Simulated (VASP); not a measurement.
# TiSe2 (P-3m1) in VASP: relaxation of shape and atoms at fixed volume with r2SCAN+D3(BJ)

Aim: the relaxation of shape and atoms at fixed volume of TiSe2 with r2SCAN+D3(BJ).

Program: VASP 6.6.1. These are calculated values, not measurements. Logs are shortened: lines on timing, memory, paths and dates and some standing lists are left out, and cuts for length are marked.

## (1) The cell of the first run

It takes space group P-3m1 (No. 164, trigonal). The conventional cell has a = 3.558 Å, b = 3.558 Å, c = 6.083 Å, α = 90.00°, β = 90.00°, γ = 120.00°. Ti (site symmetry -3m) has 6 Se at 2.56 Å within 3.4 Å. Within 3.4 Å of Se (site symmetry 3m) lie 3 Ti at 2.56 Å.

## (2) Relaxation of shape and atoms at fixed volume, r2SCAN+D3(BJ) (22.23 Å³/atom)

The input, POSCAR:

```
TiSe2
1.0
    3.5576670741      0.0000000000      0.0000000000
   -1.7788335370      3.0810300644      0.0000000000
    0.0000000000      0.0000000000      6.0830235358
Ti Se
1 2
Direct
    0.0000000000      0.0000000000      0.0000000000
    0.3333333333      0.6666666667      0.2517417135
    0.6666666667      0.3333333333      0.7482582865
```

The input, INCAR.step1:

```
PREC = Accurate
ENCUT = 550
ISMEAR = 0
SIGMA = 0.05
LREAL = False
LASPH = True
NELM = 120
GGA = PE
ALGO = Normal
EDIFF = 1E-5
LWAVE = True
LCHARG = False
GGA_COMPAT = False
IBRION = 2
ISIF = 3
EDIFFG = -0.005
NELMIN = 4
NSW = 100
```

The input, INCAR.step2:

```
PREC = Accurate
ENCUT = 550
EDIFF = 1E-7
ISMEAR = 0
SIGMA = 0.05
LREAL = False
LASPH = True
NELM = 120
ALGO = Normal
ISIF = 4
LWAVE = False
LCHARG = False
METAGGA = R2SCAN
LMIXTAU = True
IVDW = 12
VDW_S6 = 1.0
VDW_S8 = 0.78981345
VDW_A1 = 0.49484001
VDW_A2 = 5.73083694
IBRION = 2
NSW = 60
EDIFFG = -0.01
ISTART = 1
GGA_COMPAT = False
NELMIN = 4
```

The input, KPOINTS:

```
Automatic mesh
0
Gamma
  12 12 6
```

Potentials or basis: VASP PAW PBE potentials, release 64 (Ti_sv, Se).

Run with:

```bash
cat potpaw_PBE.64/Ti_sv/POTCAR potpaw_PBE.64/Se/POTCAR > POTCAR
cp INCAR.step1 INCAR
mpirun -np 1 vasp_std > vasp.out
cp INCAR.step2 INCAR
mpirun -np 1 vasp_std > vasp.out
```

OUTCAR:

```text
PREC = Accurate
   ENCUT = 550
   EDIFF = 1E-7
   ISMEAR = 0
   LREAL = False
   LASPH = True
   NELM = 120
   ISIF = 4
   METAGGA = R2SCAN
   IVDW = 12
   IBRION = 2
   NSW = 60
   EDIFFG = -0.01
   ISTART = 1
   NELMIN = 4
 IVDW          = 12

 ion  position               nearest neighbor table
   1  0.000  0.000  0.000-   2 2.56   3 2.56   2 2.56   3 2.56   3 2.56   2 2.56
   2  0.333  0.667  0.252-   1 2.56   1 2.56   1 2.56
   3  0.667  0.333  0.748-   1 2.56   1 2.56   1 2.56

  LATTYP: Found a hexagonal cell.
 ALAT       =     3.5576670741
 C/A-ratio  =     1.7098349590

  Lattice vectors:

 A1 = (   3.5576670741,   0.0000000000,   0.0000000000)
 A2 = (  -1.7788335370,   3.0810300644,   0.0000000000)
 A3 = (   0.0000000000,   0.0000000000,   6.0830235358)

Analysis of symmetry for initial positions (statically):
=====================================================================
 Subroutine PRICEL returns:
 Original cell was already a primitive cell.

 Routine SETGRP: Setting up the symmetry group for a
 hexagonal supercell.

 Subroutine GETGRP returns: Found 12 space group operations
 (whereof 12 operations were pure point group operations)
 out of a pool of 24 trial point group operations.

The static configuration has the point symmetry D_3d.

Analysis of symmetry for dynamics (positions and initial velocities):
=====================================================================
 Subroutine PRICEL returns:
 Original cell was already a primitive cell.

 Routine SETGRP: Setting up the symmetry group for a
 hexagonal supercell.

 Subroutine GETGRP returns: Found 12 space group operations
 (whereof 12 operations were pure point group operations)
 out of a pool of 24 trial point group operations.

The dynamic configuration has the point symmetry D_3d.

 Subroutine INISYM returns: Found 12 space group operations
 (whereof 12 operations are pure point group operations),
 and found     1 'primitive' translations

----------------------------------------------------------------------------------------

                                     Primitive cell

  volume of cell :      66.6777

  direct lattice vectors                    reciprocal lattice vectors
     3.557667074  0.000000000  0.000000000     0.281083075  0.162283389  0.000000000
    -1.778833537  3.081030064  0.000000000     0.000000000  0.324566778  0.000000000
     0.000000000  0.000000000  6.083023536     0.000000000  0.000000000  0.164391933

  length of vectors
     3.557667074  3.557667074  6.083023536     0.324566778  0.324566778  0.164391933

  position of ions in fractional coordinates (direct lattice)
     0.000000000  0.000000000  0.000000000
     0.333333333  0.666666667  0.251741714
     0.666666667  0.333333333  0.748258286

  ion indices of the primitive-cell ions
   primitive index   ion index
                 1           1
                 2           2
                 3           3

----------------------------------------------------------------------------------------

 KPOINTS: Automatic mesh

Automatic generation of k-mesh.
 Grid dimensions read from file:
 generate k-points for:   12   12    6

 Generating k-lattice:

  Cartesian coordinates                     Fractional coordinates (reciprocal lattice)
     0.023423590  0.013523616  0.000000000     0.083333333  0.000000000  0.000000000
     0.000000000  0.027047231  0.000000000     0.000000000  0.083333333  0.000000000
     0.000000000  0.000000000  0.027398656     0.000000000  0.000000000  0.166666667

  Length of vectors
     0.027047231  0.027047231  0.027398656

  Shift w.r.t. Gamma in fractional coordinates (k-lattice)
     0.000000000  0.000000000  0.000000000

 Subroutine IBZKPT returns following result:
 ===========================================

 Found    100 irreducible k-points:

 Following reciprocal coordinates:
            Coordinates               Weight
  0.000000  0.000000  0.000000      1.000000
  0.083333  0.000000  0.000000      6.000000
  0.166667 -0.000000  0.000000      6.000000
  0.250000 -0.000000  0.000000      6.000000
  0.333333 -0.000000  0.000000      6.000000
  0.416667 -0.000000  0.000000      6.000000
[... 16 lines left out ...]
  0.166667 -0.000000  0.166667      6.000000
  0.000000  0.166667  0.166667      6.000000
 [... further k-points ...]
   k-points           NKPTS =    100   k-points in BZ     NKDIM =    100   number of bands    NBANDS=     16
   number of dos      NEDOS =    301   number of ions     NIONS =      3
   total plane-waves  NPLWV =  37632
   dimension x,y,z NGX =    28 NGY =   28 NGZ =   48
   dimension x,y,z NGXF=    56 NGYF=   56 NGZF=   96
   ions per type =               1   2
   NGX,Y,Z   is equivalent  to a cutoff of  13.08, 13.08, 13.12 a.u.
   NGXF,Y,Z  is equivalent  to a cutoff of  26.17, 26.17, 26.24 a.u.
 SYSTEM =  unknown system
   PREC   = accura    normal or accurate (medium, high low for compatibility)
   ISTART =      1    job   : 0-new  1-cont  2-samecut
   ICHARG =      0    charge: 1-file 2-atom 10-const
   ISPIN  =      1    spin polarized calculation?
   LNONCOLLINEAR =      F non collinear calculations
   LSORBIT =      F    spin-orbit coupling
   LASPH  =      T    aspherical Exc in radial PAW
   ENCUT  =  550.0 eV  40.42 Ry    6.36 a.u.   6.80  6.80 11.63*2*pi/ulx,y,z
   NELM   =    120;   NELMIN=  4; NELMDL=  0     # of ELM steps
   EDIFF  = 0.1E-06   stopping-criterion for ELM
   LREAL  =      F    real-space projection
   EDIFFG = -.1E-01   stopping-criterion for IOM
   NSW    =     60    number of steps for IOM
   IBRION =      2    ionic relax: 0-MD 1-quasi-New 2-CG
   NFREE  =      1    steps in history (QN), initial steepest desc. (CG)
   ISIF   =      4    stress and relaxation
   ISYM   =      2    0-nonsym 1-usesym 2-fastsym
   POTIM  = 0.5000    time-step for ionic-motion
   TEBEG  =    0.0;   TEEND  =   0.0 temperature during run
   PSTRESS=    0.0 pullay stress
   NELECT =      24.0000    total number of electrons
   NUPDOWN=      -1.0000    fix difference up-down
   EMIN   =  10.00;   EMAX   =-10.00  energy-range for DOS
   EFERMI =   0.00;   METHOD = LEGACY
   ISMEAR =     0;   SIGMA  =   0.05  broadening in eV -4-tet -1-fermi 0-gaus
   EFERMI_NEDOS =   21; number of points for ismear=-14 and -15
   IALGO  =     38    algorithm
   IMIX   =      4    mixing-type and parameters
     AMIX     =   0.40;   BMIX     =  1.00
     AMIX_MAG =   1.60;   BMIX_MAG =  1.00
  volume/ion in A,a.u.               =      22.23       149.99
  Fermi-wavevector in a.u.,A,eV,Ry     =   1.164533  2.200648 18.451354  1.356136
  Thomas-Fermi vector in A             =   2.301069
   LORBIT       =      0    0 simple, 1 ext, 2 COOP (PROOUT), +10 PAW based schemes
   METAGGA = R2SCAN    functional components
   LHFCALC =     F    Hartree Fock is set to
   AEXX    =    0.0000 exact exchange contribution
   IVDW    =    12    specifies the selected vdW correction
   LEPSILON=     F    determine dielectric tensor
   LRPA    =     F    only Hartree local field effects (RPA)
 conjugate gradient relaxation of ions
 non-spin polarized calculation
 Gauss-broadening in eV      SIGMA  =   0.05
  energy-cutoff  :      550.00
  volume of cell :       66.68
 maximum number of plane-waves:      1974
   NGX = 13   NGY = 13   NGZ = 23

--------------------------------------- Ionic step        1  -------------------------------------------

 number of electron      23.9999998 magnetization

 Free energy of the ion-electron system (eV)
  ---------------------------------------------------
  ext. energy  EPLUGINS =         0.00000000
  ---------------------------------------------------
  free energy    TOTEN  =       -45.48189277 eV

  energy without entropy =      -45.48126956  energy(sigma->0) =      -45.48158117

------------------------ aborting loop because EDIFF is reached ----------------------------------------

 Edisp (eV)   -0.58371

 E8    (eV) :    -0.1969

  FORCE on cell =-STRESS in cart. coord.  units (eV):
  Direction    XX          YY          ZZ          XY          YZ          ZX
  --------------------------------------------------------------------------------------
  -------------------------------------------------------------------------------------
  Total      -0.62325    -0.62325    -0.62756    -0.00000    -0.00000     0.00000
  in kB     -14.97597   -14.97597   -15.07934    -0.00000    -0.00000     0.00000
  external pressure =      -15.01 kB  Pullay stress =        0.00 kB
[... 145 lines left out ...]
  energy  without entropy=      -46.0685798103  energy(sigma->0) =      -46.06888168

--------------------------------------- Ionic step        5  -------------------------------------------

 number of electron      24.0000000 magnetization

 Free energy of the ion-electron system (eV)
  ---------------------------------------------------
  ext. energy  EPLUGINS =         0.00000000
  ---------------------------------------------------
  free energy    TOTEN  =       -45.48605693 eV

  energy without entropy =      -45.48546299  energy(sigma->0) =      -45.48575996

 E-fermi :   4.4696     XC(G=0): -10.3439

 val. band max:        4.4579991956   @ k =   0.0000   0.4167   0.3333
 cond. band min:       4.4731315350   @ k =   0.4167  -0.0000   0.5000
 fundamental gap:      0.0151323394
 Fermi energy:         4.4696046198

 k-point     1 :       0.0000    0.0000    0.0000
  band No.  band energies     occupation
      1     -55.7601      2.00000
      2     -30.9358      2.00000
      3     -30.9228      2.00000
      4     -30.9228      2.00000
      5     -10.0901      2.00000
      6      -8.6881      2.00000
[... 8 lines left out ...]
     15       5.2361      0.00000
     16       7.8453      0.00000
[... 420 lines left out ...]
  band No.  band energies     occupation
      1     -55.7583      2.00000
      2     -30.9450      2.00000
      3     -30.9308      2.00000
      4     -30.9278      2.00000
      5      -9.7420      2.00000
      6      -8.6669      2.00000
[... 8 lines left out ...]
     15       5.9725      0.00000
     16       7.2535      0.00000

 [... further k-points ...]

------------------------ aborting loop because EDIFF is reached ----------------------------------------

 Edisp (eV)   -0.58340

 E8    (eV) :    -0.1967

  FORCE on cell =-STRESS in cart. coord.  units (eV):
  Direction    XX          YY          ZZ          XY          YZ          ZX
  --------------------------------------------------------------------------------------
  -------------------------------------------------------------------------------------
  Total      -0.22302    -0.22302    -0.21711    -0.00000    -0.00000     0.00000
  in kB      -5.35889    -5.35889    -5.21681    -0.00000    -0.00000     0.00000
  external pressure =       -5.31 kB  Pullay stress =        0.00 kB
[... 18 lines left out ...]
  FREE ENERGIE OF THE ION-ELECTRON SYSTEM (eV)
  ---------------------------------------------------
  free  energy   TOTEN  =       -46.0694521869 eV

  energy  without entropy=      -46.0688582498  energy(sigma->0) =      -46.06915522

 reached required accuracy - stopping structural energy minimisation
```

Run time: 1.6 h. Hardware: 1 thread of Intel Xeon 8259CL, shared host; peak memory 0.31 GiB.

What came out:

| Property | Result |
| --- | --- |
| Free energy | -46.0695 eV |
| Energy gained by relaxing | 1.3 meV/atom |
| Ionic steps | 5 |
| Pressure after relaxing | -0.5 GPa |
| Largest force after relaxing | 0.005 eV/Å |
| Band gap on the k mesh | zero (bands 12 and 13 overlap by 0.34 eV) |
| Dispersion energy per atom | -0.194 eV |

Forces on the atoms (eV/Å):
```
Ti   0.000  0.000  0.000
Se   0.000  0.000 -0.005
Se   0.000  0.000  0.005
```

The path:
```csv
step,energy change (eV),largest force (eV/Å),pressure (GPa),volume (Å³)
1,0.0000,0.1887,-1.50,66.68
2,-0.0025,0.0792,-1.06,66.68
3,-0.0030,0.0058,-0.75,66.68
4,-0.0036,0.0054,-0.65,66.68
5,-0.0039,0.0054,-0.53,66.68
```

Final structure:
```cif
data_structure
_symmetry_space_group_name_H-M 'P 1'
_symmetry_Int_Tables_number 1
_cell_length_a 3.5465
_cell_length_b 3.5465
_cell_length_c 6.1214
_cell_angle_alpha 90.000
_cell_angle_beta 90.000
_cell_angle_gamma 120.000
_cell_volume 66.68
loop_
_atom_site_label
_atom_site_type_symbol
_atom_site_fract_x
_atom_site_fract_y
_atom_site_fract_z
_atom_site_occupancy
Ti1 Ti 0.00000 0.00000 0.00000 1
Se1 Se 0.33333 0.66667 0.24854 1
Se2 Se 0.66667 0.33333 0.75146 1
```

Caveat: the PAW data sets were made with another functional, which shifts forces and pressure a little.
